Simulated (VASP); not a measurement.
# ZnO (zincite) (P6_3mc) in VASP: further runs

Runs on ZnO (zincite). Level: PBEsol. Tasks: elastic constants, dielectric tensor.

Everything below comes from runs of VASP 6.6.1. Logs are shortened: lines on timing, memory, paths and dates and some standing lists are left out, and cuts for length are marked.

## Step 1: The cell of the first run

It takes space group P6_3mc (No. 186, hexagonal). Conventional cell: a = 3.249 Å, b = 3.249 Å, c = 5.206 Å, α = 90.00°, β = 90.00°, γ = 120.00°. Zn (site symmetry 3m) has 4 O at 1.97 to 1.98 Å within 2.6 Å. Within 2.6 Å of O (site symmetry 3m) lie 4 Zn at 1.97 to 1.98 Å.

## Step 2: Elastic constants, PBEsol

Contents of INCAR:

```
SYSTEM = ZnO
PREC = Accurate
ENCUT = 600
EDIFF = 1E-8
ISMEAR = 0
SIGMA = 0.01
LREAL = .False.
LASPH = .True.
NELM = 60
ALGO = Normal
ISIF = 3
LWAVE = .False.
LCHARG = .False.
GGA = PS
IBRION = 6
NFREE = 2
POTIM = 0.015
NSW = 1
```

Contents of KPOINTS:

```
regular mesh
0
Gamma
  8 8 5
  0 0 0
```

Contents of POSCAR:

```
ZnO
1.0
    3.2493080000      0.0000000000      0.0000000000
   -1.6246540000      2.8139832727      0.0000000000
    0.0000000000      0.0000000000      5.2057090000
Zn O
2 2
Direct
    0.6666666667      0.3333333333      0.0000000000
    0.3333333333      0.6666666667      0.5000000000
    0.3333333333      0.6666666667      0.8790100000
    0.6666666667      0.3333333333      0.3790100000
```

Potentials or basis: VASP PAW PBE potentials, release 64 (Zn, O).

Command:

```console
cat potpaw_PBE.64/Zn/POTCAR potpaw_PBE.64/O/POTCAR > POTCAR
mpirun -np 1 vasp_std > vasp.out
```

OUTCAR:

```text
SYSTEM = ZnO
   PREC = Accurate
   ENCUT = 600
   EDIFF = 1E-8
   ISMEAR = 0
   LREAL = .False.
   LASPH = .True.
   NELM = 60
   ISIF = 3
   GGA = PS
   IBRION = 6
   NFREE = 2
   POTIM = 0.015
   NSW = 1

 ion  position               nearest neighbor table
   1  0.667  0.333  0.000-   4 1.97   3 1.98   3 1.98   3 1.98
   2  0.333  0.667  0.500-   3 1.97   4 1.98   4 1.98   4 1.98
   3  0.333  0.667  0.879-   2 1.97   1 1.98   1 1.98   1 1.98
   4  0.667  0.333  0.379-   1 1.97   2 1.98   2 1.98   2 1.98

  LATTYP: Found a hexagonal cell.
 ALAT       =     3.2493080000
 C/A-ratio  =     1.6020977390

  Lattice vectors:

 A1 = (   3.2493080000,   0.0000000000,   0.0000000000)
 A2 = (  -1.6246540000,   2.8139832727,   0.0000000000)
 A3 = (   0.0000000000,   0.0000000000,   5.2057090000)

Analysis of symmetry for initial positions (statically):
=====================================================================
 Subroutine PRICEL returns:
 Original cell was already a primitive cell.

 Routine SETGRP: Setting up the symmetry group for a
 hexagonal supercell.

 Subroutine GETGRP returns: Found 12 space group operations
 (whereof  6 operations were pure point group operations)
 out of a pool of 24 trial point group operations.

The static configuration has the point symmetry C_3v.
 The point group associated with its full space group is C_6v.

Analysis of symmetry for dynamics (positions and initial velocities):
=====================================================================
 Subroutine PRICEL returns:
 Original cell was already a primitive cell.

 Routine SETGRP: Setting up the symmetry group for a
 hexagonal supercell.

 Subroutine GETGRP returns: Found 12 space group operations
 (whereof  6 operations were pure point group operations)
 out of a pool of 24 trial point group operations.

The dynamic configuration has the point symmetry C_3v.
 The point group associated with its full space group is C_6v.

 Subroutine INISYM returns: Found 12 space group operations
 (whereof  6 operations are pure point group operations),
 and found     1 'primitive' translations

----------------------------------------------------------------------------------------

                                     Primitive cell

  volume of cell :      47.5984

  direct lattice vectors                    reciprocal lattice vectors
     3.249308000  0.000000000  0.000000000     0.307757836  0.177684070  0.000000000
    -1.624654000  2.813983273  0.000000000     0.000000000  0.355368139  0.000000000
     0.000000000  0.000000000  5.205709000     0.000000000  0.000000000  0.192096792

  length of vectors
     3.249308000  3.249308000  5.205709000     0.355368139  0.355368139  0.192096792

  position of ions in fractional coordinates (direct lattice)
     0.666666667  0.333333333  0.000000000
     0.333333333  0.666666667  0.500000000
     0.333333333  0.666666667  0.879010000
     0.666666667  0.333333333  0.379010000

  ion indices of the primitive-cell ions
   primitive index   ion index
                 1           1
                 2           2
                 3           3
                 4           4

----------------------------------------------------------------------------------------
[... 112 lines left out ...]
 number of electron      36.0000008 magnetization

 Free energy of the ion-electron system (eV)
  ---------------------------------------------------
  ext. energy  EPLUGINS =         0.00000000
  ---------------------------------------------------
  free energy    TOTEN  =       -19.41364941 eV

  energy without entropy =      -19.41364941  energy(sigma->0) =      -19.41364941

------------------------ aborting loop because EDIFF is reached ----------------------------------------

  FORCE on cell =-STRESS in cart. coord.  units (eV):
  Direction    XX          YY          ZZ          XY          YZ          ZX
  --------------------------------------------------------------------------------------
  -------------------------------------------------------------------------------------
  Total       -0.3665003     -0.3665003      0.1428654      0.0000000      0.0000000     -0.0000000
  in kB      -12.3365189    -12.3365189      4.8088957      0.0000000      0.0000000     -0.0000000
  external PRESSURE =      -6.6213807 kB  Pullay stress =       0.0000000 kB
[... 95 lines left out ...]
  FREE ENERGIE OF THE ION-ELECTRON SYSTEM (eV)
  ---------------------------------------------------
  free  energy   TOTEN  =       -19.4099977184 eV

  energy  without entropy=      -19.4099977184  energy(sigma->0) =      -19.40999772

[... ionic steps 4 to 18 ...]

--------------------------------------- Ionic step       19  -------------------------------------------

 number of electron      36.0000009 magnetization

------------------------ aborting loop because EDIFF is reached ----------------------------------------
[... 71 lines left out ...]
--------------------------------------- Ionic step       21  -------------------------------------------

 number of electron      36.0000010 magnetization

 Free energy of the ion-electron system (eV)
  ---------------------------------------------------
  ext. energy  EPLUGINS =         0.00000000
  ---------------------------------------------------
  free energy    TOTEN  =       -19.41132768 eV

  energy without entropy =      -19.41132768  energy(sigma->0) =      -19.41132768

 E-fermi :   1.1234     XC(G=0): -11.1853

 val. band max:        1.0426552481   @ k =   0.0000   0.0000   0.0000
 cond. band min:       1.7294662487   @ k =   0.0000   0.0000   0.0000
 fundamental gap:      0.6868110006
 Fermi energy:         1.1233851738

 k-point     1 :       0.0000    0.0000    0.0000
  band No.  band energies     occupation
      1     -16.9942      2.00000
      2     -16.2411      2.00000
      3      -4.6783      2.00000
      4      -4.6539      2.00000
      5      -4.6539      2.00000
      6      -4.6290      2.00000
[... 589 lines left out ...]
     21       9.5295      0.00000
     22       9.6878      0.00000

 [... further k-points ...]
[... 5 lines left out ...]
  --------------------------------------------------------------------------------------
  -------------------------------------------------------------------------------------
  Total       -0.4309946     -0.4309946      0.2913017     -0.0000000      0.0000000      0.0000000
  in kB      -14.5074182    -14.5074182      9.8053093     -0.0000000      0.0000000      0.0000000
  external PRESSURE =      -6.4031757 kB  Pullay stress =       0.0000000 kB
[... 19 lines left out ...]
  FREE ENERGIE OF THE ION-ELECTRON SYSTEM (eV)
  ---------------------------------------------------
  free  energy   TOTEN  =       -19.4113276844 eV

  energy  without entropy=      -19.4113276844  energy(sigma->0) =      -19.41132768

 INTERNAL STRAIN TENSORS FROM STRAINED CELLS
 ============================================

 INTERNAL STRAIN TENSOR FOR ION    1 for displacements in x,y,z  (eV/Angst):
          X           Y           Z          XY          YZ          ZX
  --------------------------------------------------------------------------------
  x     0.00000    -0.00000    -0.00000     6.75978    -0.00000    -4.32726
  y     6.78579    -6.80021    -0.00000    -0.00004    -4.25872     0.00004
  z    -4.26222    -4.26689     9.62270    -0.00081     0.00187    -0.00001

 INTERNAL STRAIN TENSORS FROM DISPLACED ATOMS
 ============================================

 INTERNAL STRAIN TENSOR FOR ION    1 for displacements in x,y,z  (eV/Angst):
          X           Y           Z          XY          YZ          ZX
  --------------------------------------------------------------------------------
  x    -0.00000     0.00000    -0.00000     6.76051     0.00000    -4.32581
  y     6.76051    -6.76051     0.00000     0.00000    -4.32581    -0.00000
  z    -4.21190    -4.21190     9.54767     0.00000     0.00000     0.00000

 INTERNAL STRAIN TENSOR FOR ION    4 for displacements in x,y,z  (eV/Angst):
          X           Y           Z          XY          YZ          ZX
  --------------------------------------------------------------------------------
  x     0.00000     0.00000     0.00000     7.75422    -0.00000     4.32740
  y     7.75422    -7.75422     0.00000     0.00000     4.32741    -0.00000
  z     4.28672     4.28672    -9.45546     0.00000     0.00000     0.00000

 Eigenvectors and eigenvalues of the dynamical matrix
 ----------------------------------------------------

   1 f  =   16.080908 THz   101.039323 2PiTHz  536.401345 cm-1    66.505261 meV
             X         Y         Z           dx          dy          dz
      1.624654  0.937994  0.000000    -0.000000    0.000000   -0.100681
     -0.000000  1.875989  2.602854     0.000000   -0.000000    0.100681
     -0.000000  1.875989  4.575870     0.000000   -0.000000   -0.699902
      1.624654  0.937994  1.973016    -0.000000    0.000000    0.699902
[... 71 lines left out ...]
  12 f/i=    0.013375 THz     0.084036 2PiTHz    0.446133 cm-1     0.055313 meV
             X         Y         Z           dx          dy          dz
      1.624654  0.937994  0.000000     0.000000    0.000000    0.633435
     -0.000000  1.875989  2.602854     0.000000    0.000000    0.633435
     -0.000000  1.875989  4.575870     0.000000    0.000000    0.314261
      1.624654  0.937994  1.973016     0.000000    0.000000    0.314261

--------------------------------------------------------------------------------------------------------

 ELASTIC MODULI CONTR FROM IONIC RELAXATION (kBar)
 Direction    XX          YY          ZZ          XY          YZ          ZX
 --------------------------------------------------------------------------------
 XX        -651.9979    295.6665    398.3911      0.0000      0.0000      0.0000
 YY         295.6665   -651.9979    398.3911     -0.0000      0.0000      0.0000
 ZZ         398.3911    398.3911   -890.8308     -0.0000     -0.0000     -0.0000
 XY           0.0000     -0.0000     -0.0000   -473.8322     -0.0000      0.0000
 YZ           0.0000     -0.0000     -0.0000     -0.0000   -181.5373      0.0000
 ZX           0.0000      0.0000     -0.0000     -0.0000      0.0000   -181.5371
 --------------------------------------------------------------------------------

 TOTAL ELASTIC MODULI (kBar)
 Direction    XX          YY          ZZ          XY          YZ          ZX
 --------------------------------------------------------------------------------
 XX        1999.3313   1209.5788   1067.5391      0.0000      0.0000      0.0000
 YY        1209.5788   1999.3313   1067.5391     -0.0000      0.0000      0.0000
 ZZ        1067.5391   1067.5391   2122.8233     -0.0000     -0.0000     -0.0000
 XY           0.0000     -0.0000     -0.0000    394.8762     -0.0000      0.0000
 YZ           0.0000     -0.0000     -0.0000     -0.0000    356.3663      0.0000
 ZX           0.0000      0.0000     -0.0000     -0.0000      0.0000    356.3663
 --------------------------------------------------------------------------------
```

It took 15 min on 1 thread of Intel Xeon 6975P-C (Granite Rapids), shared host; peak memory 0.4 GiB.

What came out:

```
Voigt bulk modulus                                      : 142 GPa
Highest phonon frequency at Γ, LO-TO splitting left out : 536 cm⁻¹
```

Phonon frequencies in cm⁻¹ (negative: imaginary):
| q point | frequencies |
| --- | --- |
| (0.000, 0.000, 0.000) | 0 0 0 87 87 253 380 383 383 416 416 536 |

Elastic tensor in Voigt notation (GPa, in the Cartesian axes of the cell as first typed):
```
200 121 107   0   0   0
121 200 107   0   0   0
107 107 212   0   0   0
  0   0   0  36   0   0
  0   0   0   0  36   0
  0   0   0   0   0  39
```

Clamped-ion elastic tensor (GPa):
```
265  91  67   0   0   0
 91 265  67   0   0   0
 67  67 301   0   0   0
  0   0   0  54   0   0
  0   0   0   0  54   0
  0   0   0   0   0  87
```

Caveat: the PAW data sets were made with another functional, which shifts forces and pressure a little.

## Step 3: Dielectric tensor, PBEsol

Contents of INCAR:

```
SYSTEM = ZnO
ALGO = Normal ; EDIFF = 1E-8
ENCUT = 520 ; GGA = PS
ISIF = 2 ; ISMEAR = 0
LASPH = .True. ; LCHARG = .False.
LEPSILON = .True. ; LREAL = .False.
LWAVE = .False. ; NELM = 60
PREC = Accurate ; SIGMA = 0.01
```

Contents of KPOINTS:

```
k-points
0
Gamma
  9 9 5
  0 0 0
```

POSCAR is that of step 2.

Potentials or basis: VASP PAW PBE potentials, release 64 (Zn, O).

Command:

```console
cat potpaw_PBE.64/Zn/POTCAR potpaw_PBE.64/O/POTCAR > POTCAR
mpirun -np 1 vasp_std > vasp.out
```

OUTCAR:

```text
SYSTEM = ZnO
   EDIFF = 1E-8
   ENCUT = 520
   GGA = PS
   ISIF = 2
   ISMEAR = 0
   LASPH = .True.
   LEPSILON = .True.
   LREAL = .False.
   NELM = 60
   PREC = Accurate

 ion  position               nearest neighbor table
   1  0.667  0.333  0.000-   4 1.97   3 1.98   3 1.98   3 1.98
   2  0.333  0.667  0.500-   3 1.97   4 1.98   4 1.98   4 1.98
   3  0.333  0.667  0.879-   2 1.97   1 1.98   1 1.98   1 1.98
   4  0.667  0.333  0.379-   1 1.97   2 1.98   2 1.98   2 1.98

  LATTYP: Found a hexagonal cell.
 ALAT       =     3.2493080000
 C/A-ratio  =     1.6020977390

  Lattice vectors:

 A1 = (   3.2493080000,   0.0000000000,   0.0000000000)
 A2 = (  -1.6246540000,   2.8139832727,   0.0000000000)
 A3 = (   0.0000000000,   0.0000000000,   5.2057090000)

Analysis of symmetry for initial positions (statically):
=====================================================================
 Subroutine PRICEL returns:
 Original cell was already a primitive cell.

 Routine SETGRP: Setting up the symmetry group for a
 hexagonal supercell.

 Subroutine GETGRP returns: Found 12 space group operations
[... 831 lines left out ...]
  free energy    TOTEN  =        -0.74221502 eV

  energy without entropy =       -0.74221502

------------------------ aborting loop because EDIFF is reached ----------------------------------------

 PIEZOELECTRIC TENSOR FIELD DIRECTION 3  (e Angst)
 -----------------------------------------------------------------------------
     1.14499  0.00000  0.00000           (  0.04420  0.00000  0.00000)
     0.00000  1.14499 -0.00000           (  0.00000  0.04420  0.00000)
     0.00000  0.00000 -2.32742           (  0.00000  0.00000 -0.11888)

 PIEZOELECTRIC TENSOR FIELD DIRECTION 3  (C/m^2)
 -----------------------------------------------------------------------------
     0.38541  0.00000  0.00000
     0.00000  0.38541 -0.00000
     0.00000  0.00000 -0.78342

 MACROSCOPIC STATIC DIELECTRIC TENSOR (including local field effects in DFT)
 ------------------------------------------------------
           6.712240     0.000000    -0.000000
           0.000000     6.712240    -0.000000
           0.000000     0.000000     6.416413
 ------------------------------------------------------

 PIEZOELECTRIC TENSOR (including local field effects)  for field in x, y, z        (e  Angst)
          XX          YY          ZZ          XY          YZ          ZX
  --------------------------------------------------------------------------------
  x    -0.00000     0.00000     0.00000     0.00000     0.00000     1.22347
  y    -0.00000     0.00000    -0.00000     0.00000     1.22347     0.00000
  z     1.14499     1.14499    -2.32742     0.00000     0.00000     0.00000

 PIEZOELECTRIC TENSOR (including local field effects)  for field in x, y, z        (C/m^2)
          XX          YY          ZZ          XY          YZ          ZX
  --------------------------------------------------------------------------------
  x    -0.00000     0.00000     0.00000     0.00000     0.00000     0.41182
  y    -0.00000     0.00000    -0.00000     0.00000     0.41182     0.00000
  z     0.38541     0.38541    -0.78342     0.00000     0.00000     0.00000

 BORN EFFECTIVE CHARGES (including local field effects) (in |e|, cummulative output)
 ---------------------------------------------------------------------------------
 ion    1
    1     2.15114     0.00000     0.00000
    2     0.00000     2.15114     0.00000
    3     0.00000    -0.00000     2.19331
 ion    2
    1     2.15114     0.00000     0.00000
    2     0.00000     2.15114     0.00000
    3     0.00000     0.00000     2.19331
 ion    3
    1    -2.15114     0.00000     0.00000
    2     0.00000    -2.15114     0.00000
    3     0.00000     0.00000    -2.19331
 ion    4
    1    -2.15114     0.00000     0.00000
    2     0.00000    -2.15114     0.00000
    3     0.00000     0.00000    -2.19331
```

OSZICAR:

```text
N       E                     dE             d eps       ncg     rms          rms(c)
DAV:   1     0.279302375280E+03    0.27930E+03   -0.18750E+04  1600   0.238E+03
DAV:   2     0.657117582202E+01   -0.27273E+03   -0.26242E+03  1728   0.434E+02
DAV:   3    -0.216774616222E+02   -0.28249E+02   -0.28065E+02  1806   0.150E+02
[... 14 lines left out ...]
RMM:   3    -0.721894418236E+00    0.76833E-03   -0.75633E-03  2586   0.526E-01    0.665E-01
RMM:   4    -0.739579555863E+00   -0.17685E-01   -0.57970E-03  2590   0.596E-01    0.457E-02
RMM:   5    -0.740996925134E+00   -0.14174E-02   -0.20413E-04  2387   0.108E-01    0.231E-02
RMM:   6    -0.742044948511E+00   -0.10480E-02   -0.31262E-05  2644   0.414E-02    0.752E-03
RMM:   7    -0.742132476580E+00   -0.87528E-04   -0.15916E-06  2611   0.802E-03    0.186E-03
RMM:   8    -0.742215022573E+00   -0.82546E-04   -0.18182E-07  2699   0.308E-03    0.357E-04
RMM:   9    -0.742215021676E+00    0.89707E-09   -0.86545E-09  2635   0.670E-04    0.169E-04
```

Wall time 2.7 min (1 thread of Intel Xeon 6975P-C (Granite Rapids), shared host); peak memory 0.39 GiB.

What came out:

```yaml
Band_gap_on_the_k_mesh: 0.69 eV, direct
Electronic_dielectric_tensor_diagonal: 6.71, 6.71, 6.42
Born_charges_mean_of_the_diagonal: Zn +2.17; O -2.17 e
```

Electronic dielectric tensor:
```
6.71 0.00 0.00
0.00 6.71 0.00
0.00 0.00 6.42
```

Born effective charge tensors (e):
atom 1, Zn
```
2.15 0.00 0.00
0.00 2.15 0.00
0.00 0.00 2.19
```
atom 2, Zn
```
2.15 0.00 0.00
0.00 2.15 0.00
0.00 0.00 2.19
```
atom 3, O
```
-2.15  0.00  0.00
 0.00 -2.15  0.00
 0.00  0.00 -2.19
```
atom 4, O
```
-2.15  0.00  0.00
 0.00 -2.15  0.00
 0.00  0.00 -2.19
```

Caveat: the gap is small at this level, which inflates the dielectric constant; the PAW data sets were made with another functional, which shifts forces and pressure a little. As with any semilocal functional, this PBEsol gap is likely too small.
